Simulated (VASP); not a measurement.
# Sn4Se3S in VASP: notebook

The runs below take Sn4Se3S through single point, with PBE.

All numbers are computed with VASP 6.6.1; they aren't measurements. Logs are shortened: lines on timing, memory, paths and dates and some standing lists are left out, and cuts for length are marked.

## Step 1: The cell of the first run

It takes space group Cm (No. 8, monoclinic). Conventional cell: a = 11.928 Å, b = 4.221 Å, c = 8.780 Å, α = 90.00°, β = 90.07°, γ = 90.00°. Sn (site symmetry m) has 7 Se at 2.75 to 3.86 Å and 2 Sn at 3.73 to 3.86 Å within 3.9 Å. Sn (site symmetry m) has 1 S at 2.61 Å and 4 Se at 2.85 to 3.25 Å within 3.4 Å. Sn (site symmetry m) has 5 Se at 2.76 to 3.87 Å and 2 S at 3.30 Å and 2 Sn at 3.73 to 3.75 Å within 3.9 Å. Sn (site symmetry m) has 2 S at 2.75 Å and 3 Se at 2.76 to 3.37 Å and 1 Sn at 3.66 Å within 3.7 Å. Se (site symmetry m) has 5 Sn at 2.75 to 3.37 Å within 3.6 Å. Within 3.6 Å of Se (site symmetry m) lie 5 Sn at 2.76 to 3.27 Å. Within 3.6 Å of Se (site symmetry m) lie 5 Sn at 2.76 to 3.25 Å. Within 3.4 Å of S (site symmetry m) lie 5 Sn at 2.61 to 3.30 Å.

## Step 2: Single point, PBE

Contents of INCAR:

```
SYSTEM = Sn4Se3S
PREC = Accurate
ENCUT = 520
EDIFF = 1E-6
ISMEAR = 0
SIGMA = 0.1
LREAL = .False.
LASPH = .True.
NELM = 80
ALGO = Normal
ISIF = 2
LWAVE = .False.
LCHARG = .False.
GGA = PE
NBANDS = 50
```

Contents of KPOINTS:

```
regular mesh
0
Gamma
  4 4 2
  0 0 0
```

Contents of POSCAR:

```
Sn4Se3S
1.0
    5.9637768330     -2.1106921444      0.0000000000
    5.9637768330      2.1106921444      0.0000000000
   -0.0110894835      0.0000000000      8.7800139770
Sn Se S
4 3 1
Direct
    0.1287801938      0.1287801938      0.0144099302
    0.1282219073      0.1282219073      0.5131985280
    0.8751610205      0.8751610205      0.7652808497
    0.8724523583      0.8724523583      0.2819296854
    0.3583917098      0.3583917098      0.9828203399
    0.6455052644      0.6455052644      0.7304711872
    0.6435412923      0.6435412923      0.2325476791
    0.3458684279      0.3458684279      0.4793418005
```

Potentials or basis: VASP PAW PBE potentials, release 64 (Sn_d, Se, S).

The run is started by

```sh
$ cat potpaw_PBE.64/Sn_d/POTCAR potpaw_PBE.64/Se/POTCAR potpaw_PBE.64/S/POTCAR > POTCAR
$ mpirun -np 1 vasp_std > vasp.out
```

OUTCAR:

```text
SYSTEM = Sn4Se3S
   PREC = Accurate
   ENCUT = 520
   EDIFF = 1E-6
   ISMEAR = 0
   LREAL = .False.
   LASPH = .True.
   NELM = 80
   ISIF = 2
   GGA = PE

 ion  position               nearest neighbor table
   1  0.129  0.129  0.014-   5 2.75   7 2.86   7 2.86   6 3.27   6 3.27   3 3.73
   2  0.128  0.128  0.513-   8 2.61   6 2.85   6 2.85   7 3.25   7 3.25   4 3.66   3 3.75
   3  0.875  0.875  0.765-   6 2.76   5 2.85   5 2.85   1 3.73   2 3.75
   4  0.872  0.872  0.282-   8 2.75   8 2.75   7 2.76   2 3.66
   5  0.358  0.358  0.983-   1 2.75   3 2.85   3 2.85
   6  0.646  0.646  0.730-   3 2.76   2 2.85   2 2.85   1 3.27   1 3.27
   7  0.644  0.644  0.233-   4 2.76   1 2.86   1 2.86   2 3.25   2 3.25
   8  0.346  0.346  0.479-   2 2.61   4 2.75   4 2.75

  LATTYP: Found a base centered monoclinic cell.
 ALAT       =    11.9275536660
 B/A-ratio  =     0.3539187001
 C/A-ratio  =     0.7361124692
 COS(beta)  =    -0.0012630361

  Lattice vectors:

 A1 = (   5.9637768330,  -2.1106921444,   0.0000000000)
 A2 = (   5.9637768330,   2.1106921444,   0.0000000000)
 A3 = (  -0.0110894835,   0.0000000000,   8.7800139770)

Analysis of symmetry for initial positions (statically):
=====================================================================
 Subroutine PRICEL returns:
 Original cell was already a primitive cell.

 Routine SETGRP: Setting up the symmetry group for a
 base centered monoclinic supercell.

 Subroutine GETGRP returns: Found  2 space group operations
 (whereof  2 operations were pure point group operations)
 out of a pool of  4 trial point group operations.

The static configuration has the point symmetry C_1h.

Analysis of symmetry for dynamics (positions and initial velocities):
=====================================================================
 Subroutine PRICEL returns:
 Original cell was already a primitive cell.

 Routine SETGRP: Setting up the symmetry group for a
 base centered monoclinic supercell.

 Subroutine GETGRP returns: Found  2 space group operations
 (whereof  2 operations were pure point group operations)
 out of a pool of  4 trial point group operations.

The dynamic configuration has the point symmetry C_1h.

 Subroutine INISYM returns: Found  2 space group operations
 (whereof  2 operations are pure point group operations),
 and found     1 'primitive' translations

----------------------------------------------------------------------------------------

                                     Primitive cell

  volume of cell :     221.0403

  direct lattice vectors                    reciprocal lattice vectors
     5.963776833 -2.110692144  0.000000000     0.083839489 -0.236889118  0.000105892
     5.963776833  2.110692144  0.000000000     0.083839489  0.236889118  0.000105892
    -0.011089484  0.000000000  8.780013977     0.000000000  0.000000000  0.113895035

  length of vectors
     6.326267102  6.326267102  8.780020980     0.251287734  0.251287734  0.113895035

  position of ions in fractional coordinates (direct lattice)
     0.128780194  0.128780194  0.014409930
     0.128221907  0.128221907  0.513198528
     0.875161021  0.875161021  0.765280850
     0.872452358  0.872452358  0.281929685
     0.358391710  0.358391710  0.982820340
     0.645505264  0.645505264  0.730471187
     0.643541292  0.643541292  0.232547679
     0.345868428  0.345868428  0.479341801

  ion indices of the primitive-cell ions
   primitive index   ion index
                 1           1
                 2           2
                 3           3
                 4           4
                 5           5
                 6           6
                 7           7
                 8           8

----------------------------------------------------------------------------------------

 KPOINTS: regular mesh

Automatic generation of k-mesh.
 Grid dimensions read from file:
 generate k-points for:    4    4    2

 Generating k-lattice:

  Cartesian coordinates                     Fractional coordinates (reciprocal lattice)
     0.020959872 -0.059222279  0.000026473     0.250000000  0.000000000  0.000000000
     0.020959872  0.059222279  0.000026473     0.000000000  0.250000000  0.000000000
     0.000000000  0.000000000  0.056947518     0.000000000  0.000000000  0.500000000

  Length of vectors
     0.062821933  0.062821933  0.056947518

  Shift w.r.t. Gamma in fractional coordinates (k-lattice)
     0.000000000  0.000000000  0.000000000

 Subroutine IBZKPT returns following result:
 ===========================================

 Found     14 irreducible k-points:

 Following reciprocal coordinates:
            Coordinates               Weight
  0.000000  0.000000  0.000000      1.000000
  0.250000  0.000000 -0.000000      4.000000
  0.500000  0.000000 -0.000000      2.000000
  0.250000  0.250000 -0.000000      2.000000
  0.500000  0.250000 -0.000000      4.000000
 -0.250000  0.250000  0.000000      2.000000
  0.500000  0.500000 -0.000000      1.000000
  0.000000  0.000000  0.500000      1.000000
  0.250000  0.000000  0.500000      4.000000
  0.500000  0.000000  0.500000      2.000000
  0.250000  0.250000  0.500000      2.000000
  0.500000  0.250000  0.500000      4.000000
 -0.250000  0.250000  0.500000      2.000000
  0.500000  0.500000  0.500000      1.000000
   k-points           NKPTS =     14   k-points in BZ     NKDIM =     14   number of bands    NBANDS=     50
   number of dos      NEDOS =    301   number of ions     NIONS =      8
   total plane-waves  NPLWV = 161280
   dimension x,y,z NGX =    48 NGY =   48 NGZ =   70
   dimension x,y,z NGXF=    96 NGYF=   96 NGZF=  140
   ions per type =               4   3   1
   NGX,Y,Z   is equivalent  to a cutoff of  12.61, 12.61, 13.25 a.u.
   NGXF,Y,Z  is equivalent  to a cutoff of  25.23, 25.23, 26.51 a.u.
 SYSTEM =  Sn4Se3S
   PREC   = accura    normal or accurate (medium, high low for compatibility)
   ISTART =      0    job   : 0-new  1-cont  2-samecut
   ICHARG =      2    charge: 1-file 2-atom 10-const
   ISPIN  =      1    spin polarized calculation?
   LNONCOLLINEAR =      F non collinear calculations
   LSORBIT =      F    spin-orbit coupling
   LASPH  =      T    aspherical Exc in radial PAW
   ENCUT  =  520.0 eV  38.22 Ry    6.18 a.u.  11.76 11.76 16.33*2*pi/ulx,y,z
   NELM   =     80;   NELMIN=  2; NELMDL= -5     # of ELM steps
   EDIFF  = 0.1E-05   stopping-criterion for ELM
   LREAL  =      F    real-space projection
   EDIFFG = 0.1E-04   stopping-criterion for IOM
   NSW    =      0    number of steps for IOM
   IBRION =     -1    ionic relax: 0-MD 1-quasi-New 2-CG
   NFREE  =      0    steps in history (QN), initial steepest desc. (CG)
   ISIF   =      2    stress and relaxation
   ISYM   =      2    0-nonsym 1-usesym 2-fastsym
   POTIM  = 0.5000    time-step for ionic-motion
   TEBEG  =    0.0;   TEEND  =   0.0 temperature during run
   PSTRESS=    0.0 pullay stress
   NELECT =      80.0000    total number of electrons
   NUPDOWN=      -1.0000    fix difference up-down
   EMIN   =  10.00;   EMAX   =-10.00  energy-range for DOS
   EFERMI =   0.00;   METHOD = LEGACY
   ISMEAR =     0;   SIGMA  =   0.10  broadening in eV -4-tet -1-fermi 0-gaus
   EFERMI_NEDOS =   21; number of points for ismear=-14 and -15
   IALGO  =     38    algorithm
   IMIX   =      4    mixing-type and parameters
     AMIX     =   0.40;   BMIX     =  1.00
     AMIX_MAG =   1.60;   BMIX_MAG =  1.00
  volume/ion in A,a.u.               =      27.63       186.46
  Fermi-wavevector in a.u.,A,eV,Ry     =   1.166669  2.204685 18.519116  1.361117
  Thomas-Fermi vector in A             =   2.303179
   LORBIT       =      0    0 simple, 1 ext, 2 COOP (PROOUT), +10 PAW based schemes
   GGA     = PE    functional components
   LHFCALC =     F    Hartree Fock is set to
   AEXX    =    0.0000 exact exchange contribution
   IVDW    =     0    specifies the selected vdW correction
   LEPSILON=     F    determine dielectric tensor
   LRPA    =     F    only Hartree local field effects (RPA)
 non-spin polarized calculation
 Gauss-broadening in eV      SIGMA  =   0.10
  energy-cutoff  :      520.00
  volume of cell :      221.04
 maximum number of plane-waves:      5980
   NGX = 23   NGY = 23   NGZ = 33

 number of electron      80.0000005 magnetization

 Free energy of the ion-electron system (eV)
  ---------------------------------------------------
  ext. energy  EPLUGINS =         0.00000000
  ---------------------------------------------------
  free energy    TOTEN  =       -33.51820814 eV

  energy without entropy =      -33.51820814  energy(sigma->0) =      -33.51820814

 E-fermi :   5.2380     XC(G=0):  -9.4546

 val. band max:        4.8639610705   @ k =   0.0000   0.0000   0.0000
 cond. band min:       5.6123370979   @ k =   0.5000   0.5000  -0.0000
 fundamental gap:      0.7483760274
 Fermi energy:         5.2379836983

 k-point     1 :       0.0000    0.0000    0.0000
  band No.  band energies     occupation
      1     -16.3165      2.00000
      2     -16.3130      2.00000
      3     -16.3019      2.00000
      4     -16.2954      2.00000
      5     -16.2954      2.00000
      6     -16.2910      2.00000
[... 42 lines left out ...]
     49       9.3868      0.00000
     50       9.7505      0.00000

 k-point     2 :       0.2500    0.0000   -0.0000
  band No.  band energies     occupation
      1     -16.3206      2.00000
      2     -16.3096      2.00000
      3     -16.3019      2.00000
      4     -16.3003      2.00000
      5     -16.2938      2.00000
      6     -16.2902      2.00000
[... 42 lines left out ...]
     49       8.9505      0.00000
     50       9.6309      0.00000

 k-point     3 :       0.5000    0.0000   -0.0000
  band No.  band energies     occupation
      1     -16.3269      2.00000
      2     -16.3073      2.00000
      3     -16.3067      2.00000
      4     -16.3029      2.00000
      5     -16.2916      2.00000
      6     -16.2895      2.00000
[... 572 lines left out ...]
     49       9.6301      0.00000
     50       9.7594      0.00000

 k-point    14 :       0.5000    0.5000    0.5000
  band No.  band energies     occupation
      1     -16.3176      2.00000
      2     -16.3123      2.00000
      3     -16.3038      2.00000
      4     -16.2958      2.00000
      5     -16.2921      2.00000
      6     -16.2888      2.00000
[... 42 lines left out ...]
     49       9.1038      0.00000
     50       9.1898      0.00000

------------------------ aborting loop because EDIFF is reached ----------------------------------------

  FORCE on cell =-STRESS in cart. coord.  units (eV):
  Direction    XX          YY          ZZ          XY          YZ          ZX
  --------------------------------------------------------------------------------------
  -------------------------------------------------------------------------------------
  Total       -0.0206470     -0.0720699     -0.0156954      0.0000000      0.0000000      0.0048166
  in kB       -0.1496565     -0.5223880     -0.1137656      0.0000000      0.0000000      0.0349127
  external PRESSURE =      -0.2619367 kB  Pullay stress =       0.0000000 kB

 VOLUME and BASIS-vectors are now :
 -----------------------------------------------------------------------------
  energy-cutoff  :      520.00
  volume of cell :      221.04
      direct lattice vectors                 reciprocal lattice vectors
     5.963776833 -2.110692144  0.000000000     0.083839489 -0.236889118  0.000105892
     5.963776833  2.110692144  0.000000000     0.083839489  0.236889118  0.000105892
    -0.011089484  0.000000000  8.780013977     0.000000000  0.000000000  0.113895035

 POSITION                                       TOTAL-FORCE (eV/Angst)
 -----------------------------------------------------------------------------------
      1.53587      0.00000      0.12652        -0.010916      0.000000      0.000793
      1.52368      0.00000      4.50589         0.001092      0.000000     -0.005234
     10.43004      0.00000      6.71918         0.013390      0.000000     -0.011609
     10.40310      0.00000      2.47535         0.012059      0.000000      0.006260
      4.26384      0.00000      8.62918         0.000399      0.000000      0.003392
      7.69120      0.00000      6.41355        -0.007336      0.000000     -0.004806
      7.67329      0.00000      2.04177        -0.004768      0.000000      0.003856
      4.12005      0.00000      4.20863        -0.003919      0.000000      0.007348
 -----------------------------------------------------------------------------------
    total drift:                               -0.000680      0.000000      0.000452

  FREE ENERGIE OF THE ION-ELECTRON SYSTEM (eV)
  ---------------------------------------------------
  free  energy   TOTEN  =       -33.5182081388 eV

  energy  without entropy=      -33.5182081359  energy(sigma->0) =      -33.51820814
```

Run time: 2.8 min. Hardware: 1 thread of Intel Xeon Platinum 8488C (Sapphire Rapids), shared host; peak memory 0.47 GiB.

What came out:

* Free energy: -33.5182 eV
* Pressure: 0.0 GPa
* Largest force: 0.018 eV/Å
* Band gap on the k mesh: 0.75 eV (least direct gap 1.07 eV)

Forces in eV/Å, atoms in the order of the input:
```
Sn  -0.011  0.000  0.001
Sn   0.001  0.000 -0.005
Sn   0.013  0.000 -0.012
Sn   0.012  0.000  0.006
Se   0.000  0.000  0.003
Se  -0.007  0.000 -0.005
Se  -0.005  0.000  0.004
S   -0.004  0.000  0.007
```

Caveat: semilocal functionals underestimate gaps, and a narrow one can read as zero; spin-orbit coupling is left out, which moves the levels of the heavy elements.

## Step 3: Single point, PBE

This run uses another cell than the first one, of the same volume but with other edges.

Contents of INCAR:

```
PREC = Accurate
ENCUT = 520
EDIFF = 1E-6
ISMEAR = 0
SIGMA = 0.1
LREAL = F
LASPH = T
NELM = 100
ALGO = Normal
ISIF = 2
LWAVE = F
LCHARG = F
GGA = PE
NBANDS = 50
```

Contents of KPOINTS:

```
regular mesh
0
Gamma
  4 4 2
```

Contents of POSCAR:

```
Sn4Se3S
1.0
   -0.0011920927     -4.2213834447      0.0023885406
   -0.0033364523      2.1072960360      5.9625802994
   -8.7800183719     -0.0042115537      0.0052975667
Sn Se S
4 3 1
Direct
    0.1293050209      0.2580793440     -0.0144099302
    0.1289446216      0.2569627710      0.4868014720
    0.8750277390      0.7508409975      0.2347191503
    0.8722606619      0.7454236730      0.7180703146
    0.3583027944      0.7173023760      0.0171796601
    0.6461018017      0.2915294852      0.2695288128
    0.6441869326      0.2876015410      0.7674523209
    0.3458684279      0.6922558122      0.5206581995
```

Potentials or basis: VASP PAW PBE potentials, release 64 (Sn_d, Se, S).

The run is started by

```sh
$ cat potpaw_PBE.64/Sn_d/POTCAR potpaw_PBE.64/Se/POTCAR potpaw_PBE.64/S/POTCAR > POTCAR
$ mpirun -np 1 vasp_std > vasp.out
```

Run time: 2.5 min. Hardware: 1 thread of Intel Xeon Platinum 8488C (Sapphire Rapids), shared host; peak memory 0.42 GiB.

It converged, with:

```yaml
Free_energy: -33.5182 eV
Pressure: 0.0 GPa
Largest_force: 0.018 eV/Å
Band_gap_on_the_k_mesh: 0.75 eV (least direct gap 1.07 eV)
```

Forces in eV/Å, atoms in the order of the input:
```
Sn   0.001  0.000 -0.011
Sn  -0.005  0.002  0.001
Sn  -0.011  0.003  0.013
Sn   0.006  0.002  0.012
Se   0.003 -0.004  0.000
Se  -0.005 -0.002 -0.007
Se   0.004  0.001 -0.005
S    0.007 -0.002 -0.004
```

Levels at points of the mesh, in eV from the valence-band top:
| k point | band 38 | band 39 | band 40 | band 41 | band 42 | band 43 |
| --- | --- | --- | --- | --- | --- | --- |
| (0.00, 0.00, 0.00) | -0.52 | -0.26 | 0.00 | 1.19 | 1.21 | 2.18 |
| (0.50, 0.00, 0.00) | -1.36 | -0.71 | -0.30 | 1.42 | 1.66 | 1.87 |
| (0.00, 0.50, 0.00) | -0.83 | -0.61 | -0.32 | 0.75 | 1.73 | 1.80 |
| (0.50, 0.50, 0.00) | -1.35 | -0.71 | -0.30 | 1.42 | 1.66 | 1.87 |
| (0.00, 0.00, 0.50) | -0.83 | -0.80 | -0.76 | 2.46 | 2.55 | 2.70 |
| (0.50, 0.00, 0.50) | -1.51 | -1.31 | -1.13 | 2.30 | 2.45 | 2.89 |
| (0.00, 0.50, 0.50) | -0.46 | -0.34 | -0.23 | 1.22 | 1.24 | 1.38 |
| (0.50, 0.50, 0.50) | -1.51 | -1.30 | -1.12 | 2.29 | 2.44 | 2.89 |

Caveat: semilocal functionals underestimate gaps, and a narrow one can read as zero; spin-orbit coupling is left out, which moves the levels of the heavy elements. A k mesh can miss the band edges.
